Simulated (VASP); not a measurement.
# SnSe in VASP: further runs

SnSe is run at these levels: LDA; tasks: single point.

Program: VASP 6.6.1. These are calculated values, not measurements. Logs are shortened: lines on timing, memory, paths and dates and some standing lists are left out, and cuts for length are marked.

**1. The cell of the first run**

The cell holds a slab with vacuum, 4 atoms: a = 4.285 Å, b = 4.285 Å, c = 10.991 Å, α = 90.00°, β = 90.00°, γ = 90.00°.

**2. Single point, LDA (atoms displaced along a vibrational mode)**

INCAR

```
SYSTEM = SnSe
PREC = Accurate ; ENCUT = 520
EDIFF = 1E-6 ; ISMEAR = 0
SIGMA = 0.05 ; LREAL = .FALSE.
LASPH = .TRUE. ; NELM = 80
ALGO = Normal ; ISIF = 2
LWAVE = .FALSE. ; LCHARG = .FALSE.
GGA = CA ; NBANDS = 28
```

KPOINTS

```
Automatic mesh
0
G
  6 6 4
  0 0 0
```

POSCAR

```
SnSe
1.0
    4.2853274191      0.0000000000      0.0000000000
    0.0000000000      4.2853274191      0.0000000000
    0.0000000000      0.0000000000     10.9906921300
Sn Se
2 2
Direct
    0.5000000000      0.0000000000      0.3810282541
    0.0000000000      0.5000000000      0.6189717459
    0.5000000000      0.0000000000      0.6251380981
    0.0000000000      0.5000000000      0.3748619019
```

Potentials or basis: VASP PAW LDA potentials, release 64 (Sn_d, Se).

Command:

```sh
$ cat potpaw_LDA.64/Sn_d/POTCAR potpaw_LDA.64/Se/POTCAR > POTCAR
$ mpirun -np 1 vasp_std > vasp.out
```

OUTCAR:

```text
SYSTEM = SnSe
   PREC = Accurate
   ENCUT = 520
   EDIFF = 1E-6
   ISMEAR = 0
   LREAL = .FALSE.
   LASPH = .TRUE.
   NELM = 80
   ISIF = 2
   GGA = CA

 ion  position               nearest neighbor table
   1  0.500  0.000  0.381-   3 2.68   4 3.03   4 3.03   4 3.03   4 3.03
   2  0.000  0.500  0.619-   4 2.68   3 3.03   3 3.03   3 3.03   3 3.03
   3  0.500  0.000  0.625-   1 2.68   2 3.03   2 3.03   2 3.03   2 3.03
   4  0.000  0.500  0.375-   2 2.68   1 3.03   1 3.03   1 3.03   1 3.03

  LATTYP: Found a simple tetragonal cell.
 ALAT       =     4.2853274191
 C/A-ratio  =     2.5647263453

  Lattice vectors:

 A1 = (   4.2853274191,   0.0000000000,   0.0000000000)
 A2 = (   0.0000000000,   4.2853274191,   0.0000000000)
 A3 = (   0.0000000000,   0.0000000000,  10.9906921300)

Analysis of symmetry for initial positions (statically):
=====================================================================
 Subroutine PRICEL returns:
 Original cell was already a primitive cell.

 Routine SETGRP: Setting up the symmetry group for a
 simple tetragonal supercell.

 Subroutine GETGRP returns: Found 16 space group operations
 (whereof  8 operations were pure point group operations)
 out of a pool of 16 trial point group operations.

The static configuration has the point symmetry D_2d.
 The point group associated with its full space group is D_4h.

Analysis of symmetry for dynamics (positions and initial velocities):
=====================================================================
 Subroutine PRICEL returns:
 Original cell was already a primitive cell.

 Routine SETGRP: Setting up the symmetry group for a
 simple tetragonal supercell.

 Subroutine GETGRP returns: Found 16 space group operations
 (whereof  8 operations were pure point group operations)
 out of a pool of 16 trial point group operations.

The dynamic configuration has the point symmetry D_2d.
 The point group associated with its full space group is D_4h.

 Subroutine INISYM returns: Found 16 space group operations
 (whereof  8 operations are pure point group operations),
 and found     1 'primitive' translations

----------------------------------------------------------------------------------------

                                     Primitive cell

  volume of cell :     201.8334

  direct lattice vectors                    reciprocal lattice vectors
     4.285327419  0.000000000  0.000000000     0.233354398  0.000000000  0.000000000
     0.000000000  4.285327419  0.000000000     0.000000000  0.233354398  0.000000000
     0.000000000  0.000000000 10.990692130     0.000000000  0.000000000  0.090986081

[... 90 lines left out ...]
   NSW    =      0    number of steps for IOM
   IBRION =     -1    ionic relax: 0-MD 1-quasi-New 2-CG
   NFREE  =      0    steps in history (QN), initial steepest desc. (CG)
   ISIF   =      2    stress and relaxation
   ISYM   =      2    0-nonsym 1-usesym 2-fastsym
   POTIM  = 0.5000    time-step for ionic-motion
   TEBEG  =    0.0;   TEEND  =   0.0 temperature during run
   PSTRESS=    0.0 pullay stress
   NELECT =      40.0000    total number of electrons
   NUPDOWN=      -1.0000    fix difference up-down
   EMIN   =  10.00;   EMAX   =-10.00  energy-range for DOS
   EFERMI =   0.00;   METHOD = LEGACY
   ISMEAR =     0;   SIGMA  =   0.05  broadening in eV -4-tet -1-fermi 0-gaus
   EFERMI_NEDOS =   21; number of points for ismear=-14 and -15
   IALGO  =     38    algorithm
   IMIX   =      4    mixing-type and parameters
     AMIX     =   0.40;   BMIX     =  1.00
     AMIX_MAG =   1.60;   BMIX_MAG =  1.00
  volume/ion in A,a.u.               =      50.46       340.51
  Fermi-wavevector in a.u.,A,eV,Ry     =   0.954473  1.803693 12.395171  0.911019
  Thomas-Fermi vector in A             =   2.083223
   LORBIT       =      0    0 simple, 1 ext, 2 COOP (PROOUT), +10 PAW based schemes
   GGA     = CA    functional components
   LHFCALC =     F    Hartree Fock is set to
   AEXX    =    0.0000 exact exchange contribution
   IVDW    =     0    specifies the selected vdW correction
   LEPSILON=     F    determine dielectric tensor
   LRPA    =     F    only Hartree local field effects (RPA)
 non-spin polarized calculation
 Gauss-broadening in eV      SIGMA  =   0.05
  energy-cutoff  :      520.00
  volume of cell :      201.83
 maximum number of plane-waves:      5480
 NGX is ok and might be reduce to    32
   NGX = 15   NGY = 15   NGZ = 41

 number of electron      40.0000020 magnetization

 Free energy of the ion-electron system (eV)
  ---------------------------------------------------
  ext. energy  EPLUGINS =         0.00000000
  ---------------------------------------------------
  free energy    TOTEN  =       -18.44445862 eV

  energy without entropy =      -18.44445862  energy(sigma->0) =      -18.44445862

 E-fermi :   0.6690     XC(G=0):  -6.2209

 val. band max:        0.4287927896   @ k =   0.3333   0.0000   0.5000
 cond. band min:       1.8673924546   @ k =   0.5000   0.0000   0.0000
 fundamental gap:      1.4385996649
 Fermi energy:         0.6689969548

 k-point     1 :       0.0000    0.0000    0.0000
  band No.  band energies     occupation
      1     -20.5836      2.00000
      2     -20.5753      2.00000
      3     -20.5714      2.00000
      4     -20.5668      2.00000
      5     -20.5601      2.00000
      6     -20.5484      2.00000
[... 733 lines left out ...]
     27       6.8162      0.00000
     28       6.8162      0.00000

 [... further k-points ...]

------------------------ aborting loop because EDIFF is reached ----------------------------------------

  FORCE on cell =-STRESS in cart. coord.  units (eV):
  Direction    XX          YY          ZZ          XY          YZ          ZX
  --------------------------------------------------------------------------------------
  -------------------------------------------------------------------------------------
  Total       -2.0640764     -2.0640764     -0.5906937      0.0000000      0.0000000      0.0000000
  in kB      -16.3848812    -16.3848812     -4.6889963      0.0000000      0.0000000      0.0000000
  external PRESSURE =     -12.4862529 kB  Pullay stress =       0.0000000 kB

 VOLUME and BASIS-vectors are now :
 -----------------------------------------------------------------------------
  energy-cutoff  :      520.00
  volume of cell :      201.83
      direct lattice vectors                 reciprocal lattice vectors
     4.285327419  0.000000000  0.000000000     0.233354398  0.000000000  0.000000000
     0.000000000  4.285327419  0.000000000     0.000000000  0.233354398  0.000000000
     0.000000000  0.000000000 10.990692130     0.000000000  0.000000000  0.090986081

 POSITION                                       TOTAL-FORCE (eV/Angst)
 -----------------------------------------------------------------------------------
      2.14266      0.00000      4.18776         0.000000      0.000000      0.061441
      0.00000      2.14266      6.80293        -0.000000     -0.000000     -0.061441
      2.14266      0.00000      6.87070        -0.000000      0.000000     -0.146959
      0.00000      2.14266      4.11999         0.000000      0.000000      0.146959
 -----------------------------------------------------------------------------------
    total drift:                                0.000000      0.000000      0.000000

  FREE ENERGIE OF THE ION-ELECTRON SYSTEM (eV)
  ---------------------------------------------------
  free  energy   TOTEN  =       -18.4444586212 eV

  energy  without entropy=      -18.4444586212  energy(sigma->0) =      -18.44445862
```

Run time: 2.9 min. Hardware: 1 thread of Intel Xeon Platinum 8375C at 2.90GHz (Ice Lake), shared host; peak memory 0.32 GiB.

What came out:

| Item | Value |
| --- | --- |
| Free energy | -18.4445 eV |
| Largest force | 0.147 eV/Å |
| Band gap on the k mesh | 1.44 eV (least direct gap 1.50 eV) |

Forces on the atoms (eV/Å):
```
Sn   0.000  0.000  0.061
Sn   0.000  0.000 -0.061
Se   0.000  0.000 -0.147
Se   0.000  0.000  0.147
```

Levels at points of the mesh, in eV from the valence-band top:
```tsv
k point	band 18	band 19	band 20	band 21	band 22	band 23
(0.00, 0.00, 0.00)	-1.75	-1.75	-0.59	1.89	3.74	3.98
(0.50, 0.00, 0.00)	-1.50	-0.08	-0.08	1.44	1.44	1.99
(0.50, 0.50, 0.00)	-3.26	-1.69	-1.69	3.65	3.65	4.56
(0.00, 0.00, 0.50)	-1.75	-1.75	-0.60	1.75	3.74	4.51
(0.50, 0.00, 0.50)	-1.50	-0.08	-0.08	1.44	1.44	1.99
(0.50, 0.50, 0.50)	-3.26	-1.69	-1.69	3.62	3.62	4.59
```

Caveat: the cell differs from its parent crystal (atoms displaced along a vibrational mode); there is no dipole correction, which matters where the two faces differ; spin-orbit coupling is left out, which moves the levels of the heavy elements.

[end of part 1 of 2]
